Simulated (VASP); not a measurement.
# Si in VASP: further runs

The runs below take Si through single point, with PBE.

Program: VASP 6.6.1. These are calculated values, not measurements. Logs are shortened: lines on timing, memory, paths and dates and some standing lists are left out, and cuts for length are marked.

## Step 1: The cell of the first run

The cell holds a slab with vacuum, 9 atoms: a = 3.851 Å, b = 6.365 Å, c = 19.753 Å, α = 90.00°, β = 90.00°, γ = 90.00°.

## Step 2: Single point, PBE, collinear spin

File INCAR:

```
ALGO = Normal ; DIPOL = 0.5 0.5 0.337
EDIFF = 1E-6 ; ENCUT = 520
GGA = PE ; IDIPOL = 3
ISIF = 2 ; ISMEAR = 0
ISPIN = 2 ; LASPH = T
LCHARG = T ; LDIPOL = T
LELF = T ; LORBIT = 11
LREAL = F ; LVACPOTAV = T
LVHAR = T ; LWAVE = F
MAGMOM = 0 0 0 0 0 0 0 0 2 ; NBANDS = 32
NELM = 150 ; PREC = Accurate
SIGMA = 0.05
```

File KPOINTS:

```
k-points
0
Gamma
  7 4 1
```

File POSCAR:

```
Si
1.0
    3.8510821775      0.0000000000      0.0000000000
    0.0000000000      6.3646812330      0.0000000000
    0.0000000000      0.0000000000     19.7525434730
Si
9
Direct
    0.0000000000      0.9370679250      0.2025055662
    0.0000000000      0.5629320750      0.2025055662
    0.5000000000      0.4370679250      0.2587875163
    0.5000000000      0.0629320750      0.2587875163
    0.5000000000      0.9333044678      0.3720589473
    0.5000000000      0.5666955322      0.3720589473
    0.0000000000      0.4259907530      0.4177964972
    0.0000000000      0.0740092470      0.4177964972
    0.0000000000      1.0926574196      0.5349238536
```

Potentials or basis: VASP PAW PBE potentials, release 64 (Si).

Run with:

```bash
cat potpaw_PBE.64/Si/POTCAR > POTCAR
mpirun -np 1 vasp_std > vasp.out
```

OUTCAR:

```text
EDIFF = 1E-6
   ENCUT = 520
   GGA = PE
   ISIF = 2
   ISMEAR = 0
   ISPIN = 2
   LASPH = T
   LORBIT = 11
   LREAL = F
   NELM = 150
   PREC = Accurate

 ion  position               nearest neighbor table
   1  0.000  0.937  0.203-   4 2.36   4 2.36   2 2.38
   2  0.000  0.563  0.203-   3 2.36   3 2.36   1 2.38
   3  0.500  0.437  0.259-   2 2.36   2 2.36   4 2.38   6 2.38
   4  0.500  0.063  0.259-   1 2.36   1 2.36   3 2.38   5 2.38
   5  0.500  0.933  0.372-   8 2.31   8 2.31   6 2.33   4 2.38
   6  0.500  0.567  0.372-   7 2.31   7 2.31   5 2.33   3 2.38
   7  0.000  0.426  0.418-   8 2.24   6 2.31   6 2.31   9 3.14
   8  0.000  0.074  0.418-   7 2.24   5 2.31   5 2.31   9 2.32
   9  0.000  0.093  0.535-   8 2.32   7 3.14

  LATTYP: Found a simple orthorhombic cell.
 ALAT       =     3.8510821775
 B/A-ratio  =     1.6526994075
 C/A-ratio  =     5.1290890619

  Lattice vectors:

 A1 = (   3.8510821775,   0.0000000000,   0.0000000000)
 A2 = (   0.0000000000,   6.3646812330,   0.0000000000)
 A3 = (   0.0000000000,   0.0000000000,  19.7525434730)

Analysis of symmetry for initial positions (statically):
=====================================================================
 Subroutine PRICEL returns:
 Original cell was already a primitive cell.

 Routine SETGRP: Setting up the symmetry group for a
 simple orthorhombic supercell.

 Subroutine GETGRP returns: Found  2 space group operations
 (whereof  2 operations were pure point group operations)
 out of a pool of  8 trial point group operations.

The static configuration has the point symmetry C_1h.

Analysis of symmetry for dynamics (positions and initial velocities):
=====================================================================
 Subroutine PRICEL returns:
 Original cell was already a primitive cell.

 Routine SETGRP: Setting up the symmetry group for a
 simple orthorhombic supercell.

 Subroutine GETGRP returns: Found  2 space group operations
 (whereof  2 operations were pure point group operations)
 out of a pool of  8 trial point group operations.

The dynamic configuration has the point symmetry C_1h.

Analysis of structural, dynamic, and magnetic symmetry:
=====================================================================
 Subroutine PRICEL returns:
 Original cell was already a primitive cell.

 Routine SETGRP: Setting up the symmetry group for a
 simple orthorhombic supercell.

 Subroutine GETGRP returns: Found  2 space group operations
 (whereof  2 operations were pure point group operations)
 out of a pool of  8 trial point group operations.

The overall configuration has the point symmetry C_1h.

 Subroutine INISYM returns: Found  2 space group operations
 (whereof  2 operations are pure point group operations),
 and found     1 'primitive' translations

----------------------------------------------------------------------------------------

                                     Primitive cell

  volume of cell :     484.1528

  direct lattice vectors                    reciprocal lattice vectors
     3.851082177  0.000000000  0.000000000     0.259667271  0.000000000  0.000000000
     0.000000000  6.364681233  0.000000000     0.000000000  0.157117060  0.000000000
     0.000000000  0.000000000 19.752543473     0.000000000  0.000000000  0.050626392

  length of vectors
     3.851082177  6.364681233 19.752543473     0.259667271  0.157117060  0.050626392

  position of ions in fractional coordinates (direct lattice)
     0.000000000  0.937067925  0.202505566
     0.000000000  0.562932075  0.202505566
     0.500000000  0.437067925  0.258787516
     0.500000000  0.062932075  0.258787516
     0.500000000  0.933304468  0.372058947
     0.500000000  0.566695532  0.372058947
     0.000000000  0.425990753  0.417796497
     0.000000000  0.074009247  0.417796497
     0.000000000  0.092657420  0.534923854

[... 57 lines left out ...]
   ions per type =               9
   NGX,Y,Z   is equivalent  to a cutoff of  12.95, 12.54, 12.62 a.u.
   NGXF,Y,Z  is equivalent  to a cutoff of  25.90, 25.08, 25.25 a.u.
 SYSTEM =  unknown system
   PREC   = accura    normal or accurate (medium, high low for compatibility)
   ISTART =      0    job   : 0-new  1-cont  2-samecut
   ICHARG =      2    charge: 1-file 2-atom 10-const
   ISPIN  =      2    spin polarized calculation?
   LNONCOLLINEAR =      F non collinear calculations
   LSORBIT =      F    spin-orbit coupling
   LASPH  =      T    aspherical Exc in radial PAW
   ENCUT  =  520.0 eV  38.22 Ry    6.18 a.u.   7.16 11.83 36.73*2*pi/ulx,y,z
   NELM   =    150;   NELMIN=  2; NELMDL= -5     # of ELM steps
   EDIFF  = 0.1E-05   stopping-criterion for ELM
   LREAL  =      F    real-space projection
   EDIFFG = 0.1E-04   stopping-criterion for IOM
   NSW    =      0    number of steps for IOM
   IBRION =     -1    ionic relax: 0-MD 1-quasi-New 2-CG
   NFREE  =      0    steps in history (QN), initial steepest desc. (CG)
   ISIF   =      2    stress and relaxation
   ISYM   =      2    0-nonsym 1-usesym 2-fastsym
   POTIM  = 0.5000    time-step for ionic-motion
   TEBEG  =    0.0;   TEEND  =   0.0 temperature during run
   PSTRESS=    0.0 pullay stress
   NELECT =      36.0000    total number of electrons
   NUPDOWN=      -1.0000    fix difference up-down
   EMIN   =  10.00;   EMAX   =-10.00  energy-range for DOS
   EFERMI =   0.00;   METHOD = LEGACY
   ISMEAR =     0;   SIGMA  =   0.05  broadening in eV -4-tet -1-fermi 0-gaus
   EFERMI_NEDOS =   21; number of points for ismear=-14 and -15
   IALGO  =     38    algorithm
   IMIX   =      4    mixing-type and parameters
     AMIX     =   0.40;   BMIX     =  1.00
     AMIX_MAG =   1.60;   BMIX_MAG =  1.00
  volume/ion in A,a.u.               =      53.79       363.02
  Fermi-wavevector in a.u.,A,eV,Ry     =   0.688412  1.300909  6.447944  0.473911
  Thomas-Fermi vector in A             =   1.769204
   LORBIT       =     11    0 simple, 1 ext, 2 COOP (PROOUT), +10 PAW based schemes
   GGA     = PE    functional components
   LHFCALC =     F    Hartree Fock is set to
   AEXX    =    0.0000 exact exchange contribution
   IVDW    =     0    specifies the selected vdW correction
   LEPSILON=     F    determine dielectric tensor
   LRPA    =     F    only Hartree local field effects (RPA)
 spin polarized calculation
 Gauss-broadening in eV      SIGMA  =   0.05
  energy-cutoff  :      520.00
  volume of cell :      484.15
 maximum number of plane-waves:     13082
 NGX is ok and might be reduce to    30
   NGX = 15   NGY = 23   NGZ = 73

 dipolmoment           0.000000      0.000000     -0.008301 electrons x Angstroem

 number of electron      36.0000000 magnetization       0.0183433

 dipolmoment           0.000000      0.000000      0.037774 electrons x Angstroem

 Free energy of the ion-electron system (eV)
  ---------------------------------------------------
  ext. energy  EPLUGINS =         0.00000000
  ---------------------------------------------------
  free energy    TOTEN  =       -43.16375846 eV

  energy without entropy =      -43.15844551  energy(sigma->0) =      -43.16110198

 E-fermi :  -0.9706     XC(G=0):  -4.4551

 val. band max:       -0.9904158511   @ k =   0.2857   0.5000   0.0000
 cond. band min:      -0.9623510215   @ k =   0.0000   0.5000   0.0000
 fundamental gap:      0.0280648296
 Fermi energy:        -0.9705714201

 spin component 1

 k-point     1 :       0.0000    0.0000    0.0000
  band No.  band energies     occupation
      1     -12.4502      1.00000
      2     -11.2299      1.00000
      3     -10.1070      1.00000
      4      -9.0531      1.00000
      5      -8.5824      1.00000
      6      -7.6388      1.00000
[... 385 lines left out ...]
     29       3.8272      0.00000
     30       4.1061      0.00000
 Fermi energy:        -0.9705714201

 spin component 2

 k-point     1 :       0.0000    0.0000    0.0000
  band No.  band energies     occupation
      1     -12.4493      1.00000
      2     -11.2276      1.00000
      3     -10.1041      1.00000
      4      -9.0634      1.00000
      5      -8.5687      1.00000
      6      -7.6330      1.00000
[... 385 lines left out ...]
     29       3.8158      0.00000
     30       4.0979      0.00000
 [bands above 30 left out]

------------------------ aborting loop because EDIFF is reached ----------------------------------------

  FORCE on cell =-STRESS in cart. coord.  units (eV):
  Direction    XX          YY          ZZ          XY          YZ          ZX
  --------------------------------------------------------------------------------------
  -------------------------------------------------------------------------------------
  Total       -0.6514715      0.1096783     -0.5305237      0.0000000      1.7088516      0.0000000
  in kB       -2.1558748      0.3629516     -1.7556295      0.0000000      5.6549979      0.0000000
  external PRESSURE =      -1.1828509 kB  Pullay stress =       0.0000000 kB

 VOLUME and BASIS-vectors are now :
 -----------------------------------------------------------------------------
  energy-cutoff  :      520.00
  volume of cell :      484.15
      direct lattice vectors                 reciprocal lattice vectors
     3.851082177  0.000000000  0.000000000     0.259667271  0.000000000  0.000000000
     0.000000000  6.364681233  0.000000000     0.000000000  0.157117060  0.000000000
     0.000000000  0.000000000 19.752543473     0.000000000  0.000000000  0.050626392

 POSITION                                       TOTAL-FORCE (eV/Angst)
 -----------------------------------------------------------------------------------
      0.00000      5.96414      4.00000         0.000000     -0.566119      0.607718
      0.00000      3.58288      4.00000         0.000000      0.622485      0.530467
      1.92554      2.78180      5.11171         0.000000      0.034972     -0.621468
      1.92554      0.40054      5.11171         0.000000     -0.151770     -0.597602
      1.92554      5.94019      7.34911         0.000000     -0.013543     -0.663132
      1.92554      3.60684      7.34911         0.000000     -0.109713      0.029054
      0.00000      2.71130      8.25254         0.000000      0.475620      0.676760
      0.00000      0.47105      8.25254         0.000000     -0.927460      0.069949
      0.00000      0.58973     10.56611         0.000000      0.635528     -0.031746
 -----------------------------------------------------------------------------------
    total drift:                               -0.000000      0.000045      0.000043

  FREE ENERGIE OF THE ION-ELECTRON SYSTEM (eV)
  ---------------------------------------------------
  free  energy   TOTEN  =       -43.1637584617 eV

  energy  without entropy=      -43.1584455072  energy(sigma->0) =      -43.16110198

 vacuum level on the upper side and lower side of the slab         4.134         3.855

 total charge

# of ion       s       p       d       tot
------------------------------------------
    1        0.792   0.835   0.000   1.628
    2        0.794   0.832   0.000   1.627
    3        0.766   0.887   0.000   1.653
    4        0.760   0.897   0.000   1.657
    5        0.767   0.927   0.000   1.694
    6        0.760   0.925   0.000   1.685
    7        0.775   0.906   0.000   1.681
    8        0.760   0.981   0.000   1.741
    9        0.920   0.609   0.000   1.529
--------------------------------------------------
tot          7.095   7.799   0.000  14.894

 magnetization (x)

# of ion       s       p       d       tot
------------------------------------------
    1        0.008   0.036   0.000   0.044
    2       -0.005  -0.029   0.000  -0.034
    3        0.000   0.000   0.000   0.001
    4       -0.000   0.000   0.000  -0.000
    5        0.000   0.003   0.000   0.003
    6       -0.001  -0.003   0.000  -0.004
    7        0.000  -0.001   0.000  -0.001
    8        0.000   0.002   0.000   0.003
    9       -0.000  -0.002   0.000  -0.002
--------------------------------------------------
tot          0.002   0.006   0.000   0.008
```

It took 15 min on 1 thread of Intel Xeon Platinum 8488C (Sapphire Rapids), shared host; peak memory 0.79 GiB.

Results:

```
Free energy                                           : -43.1638 eV
Largest force                                         : 0.930 eV/Å
Band gap on the k mesh                                : zero (filled and empty bands overlap)
Net moment                                            : 0.02 μB per cell
Site moments                                          : Si +0.04, -0.03, +0.00, -0.00 (each value once) μB
Valence electrons inside the program's atomic spheres : Si 1.63, 1.65, 1.66, 1.69, 1.68, 1.74, 1.53 (each value once)
```

Forces on the atoms (eV/Å):
```
Si   0.000 -0.566  0.608
Si   0.000  0.622  0.530
Si   0.000  0.035 -0.621
Si   0.000 -0.152 -0.598
Si   0.000 -0.014 -0.663
Si   0.000 -0.110  0.029
Si   0.000  0.476  0.677
Si   0.000 -0.927  0.070
Si   0.000  0.636 -0.032
```

## Step 3: Single point, PBE, collinear spin

File INCAR:

```
SYSTEM = Si
PREC = Accurate
ENCUT = 520
EDIFF = 1E-6
ISMEAR = 0
SIGMA = 0.05
LREAL = .False.
LASPH = .True.
NELM = 150
ALGO = Normal
ISIF = 2
LWAVE = .False.
LCHARG = .True.
ISPIN = 2
MAGMOM = 0 0 0 0 0 0 0 0 2
LORBIT = 11
LDIPOL = .True.
IDIPOL = 3
DIPOL = 0.5 0.5 0.332
GGA = PE
LELF = .True.
LVHAR = .True.
LVACPOTAV = .True.
NBANDS = 32
```

File KPOINTS:

```
Automatic mesh
0
Gamma
  7 4 1
  0 0 0
```

POSCAR, as its differences from that of step 2:

```diff
@@ -16,2 +16,2 @@
     0.0000000000      0.0740092470      0.4177964972
-    0.0000000000      1.0926574196      0.5349238536
+    0.3333333333      0.7593240863      0.4839696589
```

Potentials or basis: VASP PAW PBE potentials, release 64 (Si).

Run with:

```bash
cat potpaw_PBE.64/Si/POTCAR > POTCAR
mpirun -np 1 vasp_std > vasp.out
```

OUTCAR:

```text
SYSTEM = Si
   PREC = Accurate
   ENCUT = 520
   EDIFF = 1E-6
   ISMEAR = 0
   LREAL = .False.
   LASPH = .True.
   NELM = 150
   ISIF = 2
   ISPIN = 2
   LORBIT = 11
   GGA = PE

 ion  position               nearest neighbor table
   1  0.000  0.937  0.203-   4 2.36   4 2.36   2 2.38
   2  0.000  0.563  0.203-   3 2.36   3 2.36   1 2.38
   3  0.500  0.437  0.259-   2 2.36   2 2.36   4 2.38   6 2.38
   4  0.500  0.063  0.259-   1 2.36   1 2.36   3 2.38   5 2.38
   5  0.500  0.933  0.372-   8 2.31   8 2.31   6 2.33   4 2.38   9 2.55
   6  0.500  0.567  0.372-   7 2.31   7 2.31   5 2.33   3 2.38   9 2.61
   7  0.000  0.426  0.418-   8 2.24   6 2.31   6 2.31   9 2.80
   8  0.000  0.074  0.418-   7 2.24   5 2.31   5 2.31   9 2.71
   9  0.333  0.759  0.484-   5 2.55   6 2.61   8 2.71   7 2.80

[... 1242 lines left out ...]
      1.28369      4.83286      9.55963        -0.701705     -0.060600     -0.026134
 -----------------------------------------------------------------------------------
    total drift:                                0.000013      0.000010      0.000087

  FREE ENERGIE OF THE ION-ELECTRON SYSTEM (eV)
  ---------------------------------------------------
  free  energy   TOTEN  =       -43.5663000188 eV

  energy  without entropy=      -43.5619039122  energy(sigma->0) =      -43.56410197

 vacuum level on the upper side and lower side of the slab         3.748         4.174

 total charge

# of ion       s       p       d       tot
------------------------------------------
    1        0.791   0.838   0.000   1.629
    2        0.791   0.838   0.000   1.629
    3        0.767   0.883   0.000   1.651
    4        0.767   0.882   0.000   1.650
    5        0.757   0.937   0.000   1.695
    6        0.758   0.931   0.000   1.689
    7        0.767   0.912   0.000   1.679
    8        0.766   0.916   0.000   1.683
    9        0.919   0.611   0.000   1.530
--------------------------------------------------
tot          7.084   7.749   0.000  14.834

 magnetization (x)

# of ion       s       p       d       tot
------------------------------------------
    1       -0.000  -0.000   0.000  -0.000
    2       -0.000   0.000   0.000   0.000
    3       -0.000  -0.000   0.000  -0.000
    4       -0.000  -0.000   0.000  -0.000
    5       -0.000  -0.000   0.000  -0.000
    6        0.000   0.000   0.000   0.000
    7        0.000   0.000   0.000   0.000
    8        0.000   0.000   0.000   0.000
    9       -0.000   0.000   0.000   0.000
--------------------------------------------------
tot         -0.000  -0.000   0.000  -0.000
```

It took 15 min on 1 thread of Intel Xeon Platinum 8488C (Sapphire Rapids), shared host; peak memory 0.82 GiB.

Results:

| Property | Result |
| --- | --- |
| Free energy | -43.5663 eV |
| Largest force | 1.886 eV/Å |
| Band gap on the k mesh | zero (filled and empty bands overlap) |
| Net moment | 0.00 μB per cell |
| Valence electrons inside the program's atomic spheres | Si 1.63, 1.65, 1.70, 1.69, 1.68, 1.53 (each value once) |

Forces in eV/Å, atoms in the order of the input:
```
Si  -0.088 -0.611  0.557
Si  -0.088  0.612  0.580
Si   0.006  0.306 -1.001
Si  -0.016 -0.307 -0.983
Si   0.245  0.300 -0.609
Si   0.148 -0.302 -0.477
Si   0.280  1.599  0.960
Si   0.214 -1.536  1.000
Si  -0.702 -0.061 -0.026
```

The gap in the log of VASP goes by the Fermi energy; the results here count the filled bands.